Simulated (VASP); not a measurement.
Here is a VASP 6.6.1 calculation.

File POSCAR:

```
La
1.0
   -2.0948763579      2.0948763579      2.0948763579
    2.0948763579     -2.0948763579      2.0948763579
    2.0948763579      2.0948763579     -2.0948763579
La
1
Direct
    0.0000000000      0.0000000000      0.0000000000
```

Contents of INCAR.step1:

```
SYSTEM = La
ALGO = Normal
EDIFF = 1E-4
ENCUT = 520
GGA = PE
ISMEAR = -1
ISPIN = 2
LASPH = .TRUE.
LCHARG = .FALSE.
LMAXMIX = 6
LREAL = .FALSE.
LWAVE = .TRUE.
MAGMOM = 0.333
NBANDS = 16
NELM = 150
PREC = Accurate
SIGMA = 0.05
```

INCAR.step2

```
SYSTEM = La
ALGO = Normal
EDIFF = 1E-6
ENCUT = 520
ISIF = 2
ISMEAR = -1
ISPIN = 2
ISTART = 1
LASPH = .TRUE.
LCHARG = .FALSE.
LMAXMIX = 6
LMIXTAU = .TRUE.
LORBIT = 11
LREAL = .FALSE.
LWAVE = .FALSE.
MAGMOM = 0.333
METAGGA = R2SCAN
NBANDS = 16
NELM = 150
PREC = Accurate
SIGMA = 0.05
```

Contents of KPOINTS:

```
k-points
0
G
  12 12 12
  0 0 0
```

Potentials or basis: VASP PAW PBE potentials, release 64 (La).

Run with:

```console
$ cat potpaw_PBE.64/La/POTCAR > POTCAR
$ cp INCAR.step1 INCAR
$ mpirun -np 1 vasp_std > vasp.out
$ cp INCAR.step2 INCAR
$ mpirun -np 1 vasp_std > vasp.out
```

Q: Estimate the net moment.

A: 0.56 μB per cell.

Q: What does it give for the pressure?

A: 1.1 GPa.

Q: What does it give for the site moments?

A: La +0.26 μB.

Caveat: the PAW data sets were made with another functional, which shifts forces and pressure a little.
